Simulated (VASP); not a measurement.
# Cd3F (Pm-3n) in VASP: notebook

Cd3F is run at these levels: PBE; tasks: relaxation of cell and atoms, single point.

Program: VASP 6.6.1. These are calculated values, not measurements. Logs are shortened: lines on timing, memory, paths and dates and some standing lists are left out, and cuts for length are marked.

### Step 1. The cell of the first run

Symmetry: Pm-3n, No. 223, cubic system. Conventional cell: a = 5.308 Å, b = 5.308 Å, c = 5.308 Å, α = 90.00°, β = 90.00°, γ = 90.00°. Cd (site symmetry -4m2) has 10 Cd at 2.65 to 3.25 Å and 4 F at 2.97 Å within 3.5 Å. Within 3.9 Å of F (site symmetry m-3) lie 12 Cd at 2.97 Å.

The cell was built from a structure type or drawn by symmetry, and may not be a known phase.

### Step 2. Relaxation of cell and atoms, PBE

File INCAR:

```
SYSTEM = Cd3F
ALGO = Normal
EDIFF = 1E-6
EDIFFG = -0.04
ENCUT = 600
GGA = PE
IBRION = 2
ISIF = 3
ISMEAR = 0
LASPH = .TRUE.
LCHARG = .FALSE.
LREAL = .FALSE.
LWAVE = .FALSE.
NELM = 60
NSW = 90
PREC = Accurate
SIGMA = 0.1
```

File KPOINTS:

```
k-points
0
G
  4 4 4
  0 0 0
```

File POSCAR:

```
Cd3F
1.0
    5.3082021200      0.0000000000      0.0000000000
    0.0000000000      5.3082021200      0.0000000000
    0.0000000000      0.0000000000      5.3082021200
Cd F
6 2
Direct
    0.2500000000      0.0000000000      0.5000000000
    0.7500000000      0.0000000000      0.5000000000
    0.0000000000      0.5000000000      0.2500000000
    0.0000000000      0.5000000000      0.7500000000
    0.5000000000      0.7500000000      0.0000000000
    0.5000000000      0.2500000000      0.0000000000
    0.0000000000      0.0000000000      0.0000000000
    0.5000000000      0.5000000000      0.5000000000
```

Potentials or basis: VASP PAW PBE potentials, release 64 (Cd, F).

Run with:

```sh
> cat potpaw_PBE.64/Cd/POTCAR potpaw_PBE.64/F/POTCAR > POTCAR
> mpirun -np 1 vasp_std > vasp.out
```

OUTCAR:

```text
SYSTEM = Cd3F
   EDIFF = 1E-6
   EDIFFG = -0.04
   ENCUT = 600
   GGA = PE
   IBRION = 2
   ISIF = 3
   ISMEAR = 0
   LASPH = .TRUE.
   LREAL = .FALSE.
   NELM = 60
   NSW = 90
   PREC = Accurate

 ion  position               nearest neighbor table
   1  0.250  0.000  0.500-   2 2.65   2 2.65   4 3.25   5 3.25   6 3.25   5 3.25   6 3.25   3 3.25
                             4 3.25   3 3.25
   2  0.750  0.000  0.500-   1 2.65   1 2.65   4 3.25   5 3.25   6 3.25   5 3.25   6 3.25   3 3.25
                             4 3.25   3 3.25
   3  0.000  0.500  0.250-   4 2.65   4 2.65   1 3.25   5 3.25   6 3.25   2 3.25   1 3.25   2 3.25
                             5 3.25   6 3.25
   4  0.000  0.500  0.750-   3 2.65   3 2.65   1 3.25   5 3.25   6 3.25   2 3.25   1 3.25   2 3.25
                             5 3.25   6 3.25
   5  0.500  0.750  0.000-   6 2.65   6 2.65   3 3.25   4 3.25   1 3.25   1 3.25   2 3.25   2 3.25
                             3 3.25   4 3.25
   6  0.500  0.250  0.000-   5 2.65   5 2.65   3 3.25   4 3.25   1 3.25   1 3.25   2 3.25   2 3.25
                             3 3.25   4 3.25
   7  0.000  0.000  0.000-
   8  0.500  0.500  0.500-

  LATTYP: Found a simple cubic cell.
 ALAT       =     5.3082021200

  Lattice vectors:

 A1 = (   5.3082021200,   0.0000000000,   0.0000000000)
 A2 = (   0.0000000000,   5.3082021200,   0.0000000000)
 A3 = (   0.0000000000,   0.0000000000,   5.3082021200)

Analysis of symmetry for initial positions (statically):
=====================================================================
 Subroutine PRICEL returns:
 Original cell was already a primitive cell.

 Routine SETGRP: Setting up the symmetry group for a
 simple cubic supercell.

 Subroutine GETGRP returns: Found 48 space group operations
 (whereof 24 operations were pure point group operations)
 out of a pool of 48 trial point group operations.

The static configuration has the point symmetry T_h .
 The point group associated with its full space group is O_h .

Analysis of symmetry for dynamics (positions and initial velocities):
=====================================================================
 Subroutine PRICEL returns:
 Original cell was already a primitive cell.

 Routine SETGRP: Setting up the symmetry group for a
 simple cubic supercell.

 Subroutine GETGRP returns: Found 48 space group operations
 (whereof 24 operations were pure point group operations)
 out of a pool of 48 trial point group operations.

The dynamic configuration has the point symmetry T_h .
 The point group associated with its full space group is O_h .

 Subroutine INISYM returns: Found 48 space group operations
 (whereof 24 operations are pure point group operations),
 and found     1 'primitive' translations

----------------------------------------------------------------------------------------

                                     Primitive cell

  volume of cell :     149.5693

  direct lattice vectors                    reciprocal lattice vectors
     5.308202120  0.000000000  0.000000000     0.188387702  0.000000000  0.000000000
     0.000000000  5.308202120  0.000000000     0.000000000  0.188387702  0.000000000
     0.000000000  0.000000000  5.308202120     0.000000000  0.000000000  0.188387702

  length of vectors
     5.308202120  5.308202120  5.308202120     0.188387702  0.188387702  0.188387702

  position of ions in fractional coordinates (direct lattice)
     0.250000000  0.000000000  0.500000000
     0.750000000  0.000000000  0.500000000
     0.000000000  0.500000000  0.250000000
     0.000000000  0.500000000  0.750000000
     0.500000000  0.750000000  0.000000000
     0.500000000  0.250000000  0.000000000
     0.000000000  0.000000000  0.000000000
     0.500000000  0.500000000  0.500000000

  ion indices of the primitive-cell ions
   primitive index   ion index
                 1           1
                 2           2
                 3           3
                 4           4
                 5           5
                 6           6
                 7           7
                 8           8

----------------------------------------------------------------------------------------
[... 39 lines left out ...]
   total plane-waves  NPLWV =  74088
   dimension x,y,z NGX =    42 NGY =   42 NGZ =   42
   dimension x,y,z NGXF=    84 NGYF=   84 NGZF=   84
   ions per type =               6   2
   NGX,Y,Z   is equivalent  to a cutoff of  13.15, 13.15, 13.15 a.u.
   NGXF,Y,Z  is equivalent  to a cutoff of  26.31, 26.31, 26.31 a.u.
 SYSTEM =  Cd3F
   PREC   = accura    normal or accurate (medium, high low for compatibility)
   ISTART =      0    job   : 0-new  1-cont  2-samecut
   ICHARG =      2    charge: 1-file 2-atom 10-const
   ISPIN  =      1    spin polarized calculation?
   LNONCOLLINEAR =      F non collinear calculations
   LSORBIT =      F    spin-orbit coupling
   LASPH  =      T    aspherical Exc in radial PAW
   ENCUT  =  600.0 eV  44.10 Ry    6.64 a.u.  10.60 10.60 10.60*2*pi/ulx,y,z
   NELM   =     60;   NELMIN=  2; NELMDL= -5     # of ELM steps
   EDIFF  = 0.1E-05   stopping-criterion for ELM
   LREAL  =      F    real-space projection
   EDIFFG = -.4E-01   stopping-criterion for IOM
   NSW    =     90    number of steps for IOM
   IBRION =      2    ionic relax: 0-MD 1-quasi-New 2-CG
   NFREE  =      1    steps in history (QN), initial steepest desc. (CG)
   ISIF   =      3    stress and relaxation
   ISYM   =      2    0-nonsym 1-usesym 2-fastsym
   POTIM  = 0.5000    time-step for ionic-motion
   TEBEG  =    0.0;   TEEND  =   0.0 temperature during run
   PSTRESS=    0.0 pullay stress
   NELECT =      86.0000    total number of electrons
   NUPDOWN=      -1.0000    fix difference up-down
   EMIN   =  10.00;   EMAX   =-10.00  energy-range for DOS
   EFERMI =   0.00;   METHOD = LEGACY
   ISMEAR =     0;   SIGMA  =   0.10  broadening in eV -4-tet -1-fermi 0-gaus
   EFERMI_NEDOS =   21; number of points for ismear=-14 and -15
   IALGO  =     38    algorithm
   IMIX   =      4    mixing-type and parameters
     AMIX     =   0.40;   BMIX     =  1.00
     AMIX_MAG =   1.60;   BMIX_MAG =  1.00
  volume/ion in A,a.u.               =      18.70       126.17
  Fermi-wavevector in a.u.,A,eV,Ry     =   1.361320  2.572522 25.214207  1.853192
  Thomas-Fermi vector in A             =   2.487906
   LORBIT       =      0    0 simple, 1 ext, 2 COOP (PROOUT), +10 PAW based schemes
   GGA     = PE    functional components
   LHFCALC =     F    Hartree Fock is set to
   AEXX    =    0.0000 exact exchange contribution
   IVDW    =     0    specifies the selected vdW correction
   LEPSILON=     F    determine dielectric tensor
   LRPA    =     F    only Hartree local field effects (RPA)
 conjugate gradient relaxation of ions
 non-spin polarized calculation
 Gauss-broadening in eV      SIGMA  =   0.10
  energy-cutoff  :      600.00
  volume of cell :      149.57
 maximum number of plane-waves:      5030
   NGX = 21   NGY = 21   NGZ = 21

--------------------------------------- Ionic step        1  -------------------------------------------

 number of electron      85.9999995 magnetization

 Free energy of the ion-electron system (eV)
  ---------------------------------------------------
  ext. energy  EPLUGINS =         0.00000000
  ---------------------------------------------------
  free energy    TOTEN  =       -12.15457962 eV

  energy without entropy =      -12.14727143  energy(sigma->0) =      -12.15092552

------------------------ aborting loop because EDIFF is reached ----------------------------------------

  FORCE on cell =-STRESS in cart. coord.  units (eV):
  Direction    XX          YY          ZZ          XY          YZ          ZX
  --------------------------------------------------------------------------------------
  -------------------------------------------------------------------------------------
  Total        5.5369680      5.5369680      5.5369680      0.0000000     -0.0000000     -0.0000000
  in kB       59.3116824     59.3116824     59.3116824      0.0000000     -0.0000000     -0.0000000
  external PRESSURE =      59.3116824 kB  Pullay stress =       0.0000000 kB

 VOLUME and BASIS-vectors are now :
 -----------------------------------------------------------------------------
  energy-cutoff  :      600.00
  volume of cell :      149.57
      direct lattice vectors                 reciprocal lattice vectors
     5.308202120  0.000000000  0.000000000     0.188387702  0.000000000  0.000000000
     0.000000000  5.308202120  0.000000000     0.000000000  0.188387702  0.000000000
     0.000000000  0.000000000  5.308202120     0.000000000  0.000000000  0.188387702

 POSITION                                       TOTAL-FORCE (eV/Angst)
 -----------------------------------------------------------------------------------
      1.32705      0.00000      2.65410        -0.000000     -0.000000     -0.000000
      3.98115      0.00000      2.65410         0.000000     -0.000000      0.000000
      0.00000      2.65410      1.32705        -0.000000      0.000000     -0.000000
      0.00000      2.65410      3.98115        -0.000000     -0.000000      0.000000
      2.65410      3.98115      0.00000        -0.000000      0.000000      0.000000
      2.65410      1.32705      0.00000         0.000000     -0.000000     -0.000000
      0.00000      0.00000      0.00000        -0.000000      0.000000      0.000000
      2.65410      2.65410      2.65410        -0.000000      0.000000      0.000000
 -----------------------------------------------------------------------------------
    total drift:                                0.000000     -0.000000     -0.000000

  FREE ENERGIE OF THE ION-ELECTRON SYSTEM (eV)
  ---------------------------------------------------
  free  energy   TOTEN  =       -12.1545796234 eV

  energy  without entropy=      -12.1472714258  energy(sigma->0) =      -12.15092552

--------------------------------------- Ionic step        2  -------------------------------------------

 number of electron      86.0000063 magnetization

 Free energy of the ion-electron system (eV)
  ---------------------------------------------------
  ext. energy  EPLUGINS =         0.00000000
  ---------------------------------------------------
  free energy    TOTEN  =       -12.42217983 eV

  energy without entropy =      -12.41262587  energy(sigma->0) =      -12.41740285

 E-fermi :   1.9006     XC(G=0): -10.3018

 val. band max:        1.8862627844   @ k =   0.2500   0.0000   0.0000
 cond. band min:       1.9194351610   @ k =   0.0000   0.0000   0.0000
 fundamental gap:      0.0331723766
 Fermi energy:         1.9005830391

 k-point     1 :       0.0000    0.0000    0.0000
  band No.  band energies     occupation
      1     -20.1123      2.00000
      2     -20.1008      2.00000
      3      -8.0735      2.00000
      4      -8.0574      2.00000
      5      -8.0574      2.00000
      6      -7.6780      2.00000
[... 529 lines left out ...]
     50       8.9965      0.00000
     51       8.9965      0.00000

------------------------ aborting loop because EDIFF is reached ----------------------------------------

  FORCE on cell =-STRESS in cart. coord.  units (eV):
  Direction    XX          YY          ZZ          XY          YZ          ZX
  --------------------------------------------------------------------------------------
  -------------------------------------------------------------------------------------
  Total        0.2395964      0.2395964      0.2395964      0.0000000     -0.0000000     -0.0000000
  in kB        2.3257123      2.3257123      2.3257123      0.0000000     -0.0000000     -0.0000000
  external PRESSURE =       2.3257123 kB  Pullay stress =       0.0000000 kB

 VOLUME and BASIS-vectors are now :
 -----------------------------------------------------------------------------
  energy-cutoff  :      600.00
  volume of cell :      165.06
      direct lattice vectors                 reciprocal lattice vectors
     5.485441683  0.000000000 -0.000000000     0.182300726  0.000000000  0.000000000
     0.000000000  5.485441683 -0.000000000     0.000000000  0.182300726  0.000000000
    -0.000000000 -0.000000000  5.485441683     0.000000000  0.000000000  0.182300726

 POSITION                                       TOTAL-FORCE (eV/Angst)
 -----------------------------------------------------------------------------------
      1.37136      5.48544      2.74272        -0.000000      0.000000     -0.000000
      4.11408      5.48544      2.74272         0.000000      0.000000     -0.000000
      5.48544      2.74272      1.37136        -0.000000     -0.000000      0.000000
      5.48544      2.74272      4.11408         0.000000      0.000000     -0.000000
      2.74272      4.11408     -0.00000         0.000000     -0.000000     -0.000000
      2.74272      1.37136      5.48544        -0.000000      0.000000      0.000000
      5.48544      0.00000     -0.00000         0.000000     -0.000000      0.000000
      2.74272      2.74272      2.74272         0.000000     -0.000000      0.000000
 -----------------------------------------------------------------------------------
    total drift:                                0.000000     -0.000000     -0.000000

  FREE ENERGIE OF THE ION-ELECTRON SYSTEM (eV)
  ---------------------------------------------------
  free  energy   TOTEN  =       -12.4221798251 eV

  energy  without entropy=      -12.4126258746  energy(sigma->0) =      -12.41740285

 reached required accuracy - stopping structural energy minimisation
```

Wall time 4.1 min (1 thread of Intel Xeon 8259CL, shared host); peak memory 0.3 GiB.

What came out:

```yaml
Free_energy: -12.4222 eV
Relaxed_volume: 20.63 Å³/atom
Relaxed_cell: a = 5.485 Å, b = 5.485 Å, c = 5.485 Å, α = 90.00°, β = 90.00°, γ = 90.00°
Space_group_after_relaxing_to_0.1_Å: Pm-3n (No. 223)
Energy_gained_by_relaxing: 33.5 meV/atom
Ionic_steps: 2
Pressure_after_relaxing: 0.2 GPa
Band_gap_on_the_k_mesh: zero (bands 43 and 44 overlap by 2.59 eV)
```

The path:
| step | energy change (eV) | largest force (eV/Å) | pressure (GPa) | volume (Å³) |
| --- | --- | --- | --- | --- |
| 1 | 0.0000 | 0.0000 | 5.93 | 149.57 |
| 2 | -0.2676 | 0.0000 | 0.23 | 165.06 |

Final structure:
```cif
data_structure
_symmetry_space_group_name_H-M 'P 1'
_symmetry_Int_Tables_number 1
_cell_length_a 5.4854
_cell_length_b 5.4854
_cell_length_c 5.4854
_cell_angle_alpha 90.000
_cell_angle_beta 90.000
_cell_angle_gamma 90.000
_cell_volume 165.06
loop_
_atom_site_label
_atom_site_type_symbol
_atom_site_fract_x
_atom_site_fract_y
_atom_site_fract_z
_atom_site_occupancy
Cd1 Cd 0.25000 0.00000 0.50000 1
Cd2 Cd 0.75000 0.00000 0.50000 1
Cd3 Cd 0.00000 0.50000 0.25000 1
Cd4 Cd 0.00000 0.50000 0.75000 1
Cd5 Cd 0.50000 0.75000 0.00000 1
Cd6 Cd 0.50000 0.25000 0.00000 1
F1 F 0.00000 0.00000 0.00000 1
F2 F 0.50000 0.50000 0.50000 1
```

### Step 3. Single point, PBE

This run uses another cell than the first one, of 20.70 Å³/atom.

File INCAR:

```
PREC = Accurate
ENCUT = 520
EDIFF = 1E-6
ISMEAR = 0
SIGMA = 0.1
LREAL = False
LASPH = True
NELM = 60
ALGO = Normal
ISIF = 2
LWAVE = False
LCHARG = False
GGA = PE
NBANDS = 53
```

File KPOINTS:

```
regular mesh
0
Gamma
  8 8 8
```

Changes to POSCAR since step 2:

```diff
@@ -2,5 +2,5 @@
 1.0
-    5.3082021200      0.0000000000      0.0000000000
-    0.0000000000      5.3082021200      0.0000000000
-    0.0000000000      0.0000000000      5.3082021200
+    5.4916254597      0.0000000000      0.0000000000
+    0.0000000000      5.4916254597      0.0000000000
+    0.0000000000      0.0000000000      5.4916254597
 Cd F
```

Potentials or basis: VASP PAW PBE potentials, release 64 (Cd, F).

Run with:

```sh
> cat potpaw_PBE.64/Cd/POTCAR potpaw_PBE.64/F/POTCAR > POTCAR
> mpirun -np 1 vasp_std > vasp.out
```

Wall time 7.4 min (1 thread of Intel Xeon 8259CL, shared host); peak memory 0.38 GiB.

It converged, with:

| Quantity | Value |
| --- | --- |
| Free energy | -12.3446 eV |
| Pressure | 0.2 GPa |
| Band gap on the k mesh | zero (bands 43 and 44 overlap by 2.59 eV) |

Levels at points of the mesh, in eV from the Fermi level:
| k point | band 40 | band 41 | band 42 | band 43 | band 44 | band 45 | band 46 | band 47 |
| --- | --- | --- | --- | --- | --- | --- | --- | --- |
| (0.00, 0.00, 0.00) | -2.52 | -2.52 | 0.28 | 0.28 | 0.28 | 2.19 | 2.19 | 2.48 |
| (0.50, 0.00, 0.00) | -2.88 | -1.26 | -1.26 | 0.86 | 0.86 | 1.36 | 1.36 | 1.53 |
| (0.50, 0.50, 0.00) | -3.42 | -2.07 | -1.97 | 0.81 | 0.85 | 1.29 | 1.65 | 3.50 |
| (0.50, 0.50, 0.50) | -1.73 | -1.73 | -1.73 | -1.73 | -1.73 | 0.46 | 0.46 | 7.33 |

### Step 4. Single point, PBE, collinear spin

File INCAR:

```
SYSTEM = Cd3F
ALGO     = Normal         ! electronic algorithm
EDIFF    = 1E-6           ! SCF threshold, eV
ENCUT    = 520            ! plane-wave cutoff, eV
GGA      = PE             ! functional
ISIF     = 2              ! what is computed and relaxed
ISMEAR   = 0              ! smearing method
ISPIN    = 2              ! spin polarisation
LASPH    = .TRUE.         ! aspherical terms in the spheres
LCHARG   = .TRUE.         ! write CHGCAR
LELF     = .TRUE.         ! ELF
LORBIT   = 11             ! projections on sites
LREAL    = .FALSE.        ! projectors in reciprocal space
LVHAR    = .TRUE.       
LWAVE    = .FALSE.        ! write WAVECAR
MAGMOM   = 0 0 0 0 0 0 1 1 ! initial moments
NBANDS   = 57             ! bands
NELM     = 150            ! most SCF steps
PREC     = Accurate       ! precision mode
SIGMA    = 0.1            ! smearing width, eV
```

File KPOINTS:

```
k-points
0
G
  4 4 4
  0 0 0
```

Changes to POSCAR since step 3:

```diff
@@ -2,5 +2,5 @@
 1.0
-    5.4916254597      0.0000000000      0.0000000000
-    0.0000000000      5.4916254597      0.0000000000
-    0.0000000000      0.0000000000      5.4916254597
+    5.3082021200      0.0000000000      0.0000000000
+    0.0000000000      5.3082021200      0.0000000000
+    0.0000000000      0.0000000000      5.3082021200
 Cd F
```

Run with:

```sh
> cat potpaw_PBE.64/Cd/POTCAR potpaw_PBE.64/F/POTCAR > POTCAR
> mpirun -np 1 vasp_std > vasp.out
```

Run time: 4.9 min. Hardware: 1 thread of Intel Xeon 8259CL, shared host; peak memory 0.35 GiB.

It converged, with:

```yaml
Free_energy: -12.1533 eV
Pressure: 6.0 GPa
Band_gap_on_the_k_mesh: zero (filled and empty bands overlap)
Net_moment: 0.00 μB per cell
Valence_electrons_inside_the_program's_atomic_spheres: Cd 10.33; F 6.02
```

Levels at points of the mesh, in eV from the Fermi level:
Spin up:
| k point | band 40 | band 41 | band 42 | band 43 | band 44 | band 45 |
| --- | --- | --- | --- | --- | --- | --- |
| (0.00, 0.00, 0.00) | -2.79 | -2.79 | 0.09 | 0.09 | 0.09 | 2.28 |
| (0.50, 0.00, 0.00) | -3.41 | -1.46 | -1.46 | 0.58 | 0.58 | 1.44 |
| (0.50, 0.50, 0.00) | -4.03 | -2.45 | -2.30 | 0.63 | 1.02 | 1.05 |
| (0.50, 0.50, 0.50) | -2.01 | -2.01 | -2.01 | -2.01 | -2.01 | 0.13 |
Spin down:
```
           k point  band 38  band 39  band 40  band 41  band 42  band 43  band 44  band 45  band 46  band 47
(0.00, 0.00, 0.00)    -3.97    -3.97    -2.79    -2.79     0.09     0.09     0.09     2.28     2.28     2.47
(0.50, 0.00, 0.00)    -4.17    -3.41    -3.41    -1.46    -1.46     0.58     0.58     1.44     1.44     1.56
(0.50, 0.50, 0.00)    -4.15    -4.15    -4.03    -2.45    -2.30     0.63     1.02     1.05     1.83     3.45
(0.50, 0.50, 0.50)    -5.23    -2.01    -2.01    -2.01    -2.01    -2.01    -2.01     0.13     0.13     7.81
```

Caveat: the cell stands under pressure.

### Step 5. Overview

| task | spin | cell | k mesh | cutoff (eV) | gap on the mesh (eV) | pressure (GPa) |
| --- | --- | --- | --- | --- | --- | --- |
| relaxation of cell and atoms | off | relaxed from a = 5.308 Å, 8 atoms | 4 × 4 × 4 | 600 | none | 0.2 |
| single point | off | a = 5.492 Å, 8 atoms | 8 × 8 × 8 | 520 | none | 0.2 |
| single point | collinear | a = 5.308 Å, 8 atoms | 4 × 4 × 4 | 520 | none | 6.0 |

Alike in all rows: level PBE; potentials or basis VASP PAW PBE potentials, release 64 (Cd, F); smearing gaussian 0.1 eV.

Caveats: the cell stands under pressure (at least some runs).

Total energies depend on the potentials used, so only differences within one code and one set of settings carry meaning.
